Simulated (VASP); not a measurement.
Here is a VASP 6.6.1 calculation.

The input INCAR:

```
SYSTEM = Zn6InO8
PREC = Accurate
ENCUT = 520
EDIFF = 1E-6
ISMEAR = 0
SIGMA = 0.02
LREAL = Auto
LASPH = .True.
NELM = 80
ALGO = Normal
ISIF = 2
LWAVE = .False.
LCHARG = .False.
GGA = PE
IVDW = 12
IBRION = 2
NSW = 80
EDIFFG = -0.03
NELECT = 134.0
```

Contents of KPOINTS:

```
regular mesh
0
Gamma
  2 2 2
  0 0 0
```

The input POSCAR:

```
Zn6InO8
1.0
   -3.3510000000     -5.8041020000      0.0000000000
    5.0265000000     -2.9020510000      0.0000000000
    0.0000000000      0.0000000000      5.2260000000
Zn O In
6 8 1
Direct
    0.5000000200      0.3333333500      0.0000000000
    0.5000000300      0.6666666900      0.5000000000
    0.2500000200      0.8333333500      0.0000000000
    0.0000000100      0.6666666700      0.5000000000
    0.7500000400      0.8333333600      0.0000000000
    0.7500000300      0.1666666900      0.5000000000
    0.5000000200      0.3333333500      0.3750000000
    0.5000000300      0.6666666900      0.8750000000
    0.2500000200      0.8333333500      0.3750000000
    0.2500000100      0.1666666700      0.8750000000
    0.0000000100      0.3333333400      0.3750000000
    0.0000000100      0.6666666700      0.8750000000
    0.7500000400      0.8333333600      0.3750000000
    0.7500000300      0.1666666900      0.8750000000
    0.2500000100      0.1666666700      0.5000000000
```

Potentials or basis: VASP PAW PBE potentials, release 64 (Zn, O, In_d).

The run is started by

```console
$ cat potpaw_PBE.64/Zn/POTCAR potpaw_PBE.64/O/POTCAR potpaw_PBE.64/In_d/POTCAR > POTCAR
$ mpirun -np 1 vasp_std > vasp.out
```

(1) Estimate the energy gained by relaxing.

(2) Predict the dispersion energy per atom.

## Answers

(1) 58.5 meV/atom.

(2) -0.191 eV.

Caveat: the k points lie up to 0.60 Å⁻¹ apart; the cell carries a net charge on a neutralising background, which shifts energy and pressure.
